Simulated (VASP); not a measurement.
# K (Cmce) in VASP: single point with r2SCAN

Aim: the single point of K with r2SCAN.

Everything below comes from runs of VASP 6.6.1. Logs are shortened: lines on timing, memory, paths and dates and some standing lists are left out, and cuts for length are marked.

### 1 The cell of the first run

The structure is orthorhombic, space group Cmce (No. 64). The conventional cell has a = 5.081 Å, b = 16.091 Å, c = 7.703 Å, α = 90.00°, β = 90.00°, γ = 90.00°. Within 5.6 Å of K (site symmetry m) lie 11 K at 4.29 to 5.38 Å.

### 2 Single point, r2SCAN

File POSCAR:

```
K
1.0
    2.5406194387     -8.0457003996      0.0000000000
    2.5406194387      8.0457003996      0.0000000000
    0.0000000000      0.0000000000      7.7026586019
K
4
Direct
    0.1334441552      0.8665558448      1.0023368281
    0.6334441552      0.3665558448      0.4976631719
    0.8665558448      0.1334441552     -0.0023368281
    0.3665558448      0.6334441552      0.5023368281
```

File INCAR.step1:

```
SYSTEM = K
  PREC = Accurate
  ENCUT = 520
  ISMEAR = 0
  SIGMA = 0.1
  LREAL = .FALSE.
  LASPH = .TRUE.
  NELM = 60
  NBANDS = 26
  GGA = PE
  ALGO = Normal
  EDIFF = 1E-4
  LWAVE = .TRUE.
  LCHARG = .FALSE.
```

File INCAR.step2:

```
SYSTEM = K
  PREC = Accurate
  ENCUT = 520
  EDIFF = 1E-6
  ISMEAR = 0
  SIGMA = 0.1
  LREAL = .FALSE.
  LASPH = .TRUE.
  NELM = 60
  ALGO = Normal
  ISIF = 2
  LWAVE = .FALSE.
  LCHARG = .FALSE.
  METAGGA = R2SCAN
  LMIXTAU = .TRUE.
  NBANDS = 26
  ISTART = 1
```

File KPOINTS:

```
Automatic mesh
0
G
  4 4 4
  0 0 0
```

Potentials or basis: VASP PAW PBE potentials, release 64 (K_sv).

Run with:

```
cat potpaw_PBE.64/K_sv/POTCAR > POTCAR
cp INCAR.step1 INCAR
mpirun -np 1 vasp_std > vasp.out
cp INCAR.step2 INCAR
mpirun -np 1 vasp_std > vasp.out
```

OUTCAR:

```text
SYSTEM = K
   PREC = Accurate
   ENCUT = 520
   EDIFF = 1E-6
   ISMEAR = 0
   LREAL = .FALSE.
   LASPH = .TRUE.
   NELM = 60
   ISIF = 2
   METAGGA = R2SCAN
   ISTART = 1

 ion  position               nearest neighbor table
   1  0.133  0.867  0.002-
   2  0.633  0.367  0.498-
   3  0.867  0.133  0.998-
   4  0.367  0.633  0.502-

  LATTYP: Found a base centered orthorhombic cell.
 ALAT       =     5.0812388774
 B/A-ratio  =     3.1668262775
 C/A-ratio  =     1.5159016901

  Lattice vectors:

 A1 = (   2.5406194387,  -8.0457003996,   0.0000000000)
 A2 = (   2.5406194387,   8.0457003996,   0.0000000000)
 A3 = (   0.0000000000,   0.0000000000,   7.7026586019)

Analysis of symmetry for initial positions (statically):
=====================================================================
 Subroutine PRICEL returns:
 Original cell was already a primitive cell.

 Routine SETGRP: Setting up the symmetry group for a
 base centered orthorhombic supercell.

 Subroutine GETGRP returns: Found  8 space group operations
 (whereof  4 operations were pure point group operations)
 out of a pool of  8 trial point group operations.

The static configuration has the point symmetry C_2h.
 The point group associated with its full space group is D_2h.

Analysis of symmetry for dynamics (positions and initial velocities):
=====================================================================
 Subroutine PRICEL returns:
 Original cell was already a primitive cell.

 Routine SETGRP: Setting up the symmetry group for a
 base centered orthorhombic supercell.

 Subroutine GETGRP returns: Found  8 space group operations
 (whereof  4 operations were pure point group operations)
 out of a pool of  8 trial point group operations.

The dynamic configuration has the point symmetry C_2h.
 The point group associated with its full space group is D_2h.

 Subroutine INISYM returns: Found  8 space group operations
 (whereof  4 operations are pure point group operations),
 and found     1 'primitive' translations

[... 79 lines left out ...]
   dimension x,y,z NGX =    64 NGY =   64 NGZ =   60
   dimension x,y,z NGXF=   128 NGYF=  128 NGZF=  120
   ions per type =               4
   NGX,Y,Z   is equivalent  to a cutoff of  12.61, 12.61, 12.95 a.u.
   NGXF,Y,Z  is equivalent  to a cutoff of  25.22, 25.22, 25.90 a.u.
 SYSTEM =  K
   PREC   = accura    normal or accurate (medium, high low for compatibility)
   ISTART =      1    job   : 0-new  1-cont  2-samecut
   ICHARG =      0    charge: 1-file 2-atom 10-const
   ISPIN  =      1    spin polarized calculation?
   LNONCOLLINEAR =      F non collinear calculations
   LSORBIT =      F    spin-orbit coupling
   LASPH  =      T    aspherical Exc in radial PAW
   ENCUT  =  520.0 eV  38.22 Ry    6.18 a.u.  15.69 15.69 14.32*2*pi/ulx,y,z
   NELM   =     60;   NELMIN=  2; NELMDL=  0     # of ELM steps
   EDIFF  = 0.1E-05   stopping-criterion for ELM
   LREAL  =      F    real-space projection
[... 7 lines left out ...]
   TEBEG  =    0.0;   TEEND  =   0.0 temperature during run
   PSTRESS=    0.0 pullay stress
   NELECT =      36.0000    total number of electrons
   NUPDOWN=      -1.0000    fix difference up-down
   EMIN   =  10.00;   EMAX   =-10.00  energy-range for DOS
   EFERMI =   0.00;   METHOD = LEGACY
   ISMEAR =     0;   SIGMA  =   0.10  broadening in eV -4-tet -1-fermi 0-gaus
   EFERMI_NEDOS =   21; number of points for ismear=-14 and -15
   IALGO  =     38    algorithm
   IMIX   =      4    mixing-type and parameters
     AMIX     =   0.40;   BMIX     =  1.00
     AMIX_MAG =   1.60;   BMIX_MAG =  1.00
  volume/ion in A,a.u.               =      78.73       531.26
  Fermi-wavevector in a.u.,A,eV,Ry     =   0.794543  1.501469  8.589347  0.631299
  Thomas-Fermi vector in A             =   1.900696
   LORBIT       =      0    0 simple, 1 ext, 2 COOP (PROOUT), +10 PAW based schemes
   METAGGA = R2SCAN    functional components
   LHFCALC =     F    Hartree Fock is set to
   AEXX    =    0.0000 exact exchange contribution
   IVDW    =     0    specifies the selected vdW correction
   LEPSILON=     F    determine dielectric tensor
   LRPA    =     F    only Hartree local field effects (RPA)
 non-spin polarized calculation
 Gauss-broadening in eV      SIGMA  =   0.10
  energy-cutoff  :      520.00
  volume of cell :      314.90
 maximum number of plane-waves:      8521
 NGX is ok and might be reduce to    64
   NGX = 31   NGY = 31   NGZ = 29

 number of electron      36.0000000 magnetization

 Free energy of the ion-electron system (eV)
  ---------------------------------------------------
  ext. energy  EPLUGINS =         0.00000000
  ---------------------------------------------------
  free energy    TOTEN  =       -23.88161648 eV

  energy without entropy =      -23.86623927  energy(sigma->0) =      -23.87392787

 E-fermi :  -0.1958     XC(G=0):  -5.7305

 val. band max:       -0.2193541135   @ k =   0.2500   0.2500   0.0000
 cond. band min:      -0.0929412973   @ k =   0.5000   0.5000   0.2500
 fundamental gap:      0.1264128162
 Fermi energy:        -0.1957699020

 k-point     1 :       0.0000    0.0000    0.0000
  band No.  band energies     occupation
      1     -33.9571      2.00000
      2     -33.9536      2.00000
      3     -33.9527      2.00000
      4     -33.9496      2.00000
      5     -16.7088      2.00000
      6     -16.6950      2.00000
[... 598 lines left out ...]
     25       3.3465      0.00000
     26       3.3528      0.00000

------------------------ aborting loop because EDIFF is reached ----------------------------------------

  FORCE on cell =-STRESS in cart. coord.  units (eV):
  Direction    XX          YY          ZZ          XY          YZ          ZX
  --------------------------------------------------------------------------------------
  -------------------------------------------------------------------------------------
  Total       -0.2506775      0.0094765      0.0339336      0.0000000      0.0000000      0.0000000
  in kB       -1.2754161      0.0482151      0.1726501      0.0000000      0.0000000      0.0000000
  external PRESSURE =      -0.3515170 kB  Pullay stress =       0.0000000 kB

 VOLUME and BASIS-vectors are now :
 -----------------------------------------------------------------------------
  energy-cutoff  :      520.00
  volume of cell :      314.90
      direct lattice vectors                 reciprocal lattice vectors
     2.540619439 -8.045700400  0.000000000     0.196802399 -0.062144994  0.000000000
     2.540619439  8.045700400  0.000000000     0.196802399  0.062144994  0.000000000
     0.000000000  0.000000000  7.702658602     0.000000000  0.000000000  0.129825305

 POSITION                                       TOTAL-FORCE (eV/Angst)
 -----------------------------------------------------------------------------------
      2.54062      5.89840      0.01800         0.000000      0.015334     -0.015624
      2.54062     -2.14730      3.83333         0.000000      0.015334      0.015624
      2.54062     -5.89840      7.68466         0.000000     -0.015334      0.015624
      2.54062      2.14730      3.86933         0.000000     -0.015334     -0.015624
 -----------------------------------------------------------------------------------
    total drift:                                0.000000      0.000000     -0.000000

  FREE ENERGIE OF THE ION-ELECTRON SYSTEM (eV)
  ---------------------------------------------------
  free  energy   TOTEN  =       -23.8816164772 eV

  energy  without entropy=      -23.8662392713  energy(sigma->0) =      -23.87392787
```

OUTCAR.step1:

```text
SYSTEM = K
   PREC = Accurate
   ENCUT = 520
   ISMEAR = 0
   LREAL = .FALSE.
   LASPH = .TRUE.
[... 836 lines left out ...]
      2.54062     -2.14730      3.83333         0.000000     -0.009093      0.013480
      2.54062     -5.89840      7.68466         0.000000      0.009093      0.013480
      2.54062      2.14730      3.86933         0.000000      0.009093     -0.013480
 -----------------------------------------------------------------------------------
    total drift:                                0.000000      0.000000     -0.000000

  FREE ENERGIE OF THE ION-ELECTRON SYSTEM (eV)
  ---------------------------------------------------
  free  energy   TOTEN  =        -4.0264710531 eV

  energy  without entropy=       -4.0089642516  energy(sigma->0) =       -4.01771765
```

Run time: 31 min. Hardware: 1 thread of AMD EPYC 7R43 (Zen 3), shared host; peak memory 0.53 GiB.

What came out:

* Free energy: -23.8816 eV
* Pressure: 0.0 GPa
* Largest force: 0.022 eV/Å
* Band gap on the k mesh: zero (bands 18 and 19 overlap by 1.07 eV)

Forces on the atoms (eV/Å):
```
K    0.000  0.015 -0.016
K    0.000  0.015  0.016
K    0.000 -0.015  0.016
K    0.000 -0.015 -0.016
```

Stress tensor (GPa, compression positive):
```
-0.13  0.00  0.00
 0.00  0.00  0.00
 0.00  0.00  0.02
```

Caveat: the PAW data sets were made with another functional, which shifts forces and pressure a little.

The gap in the log of VASP goes by the Fermi energy; the results here count the filled bands.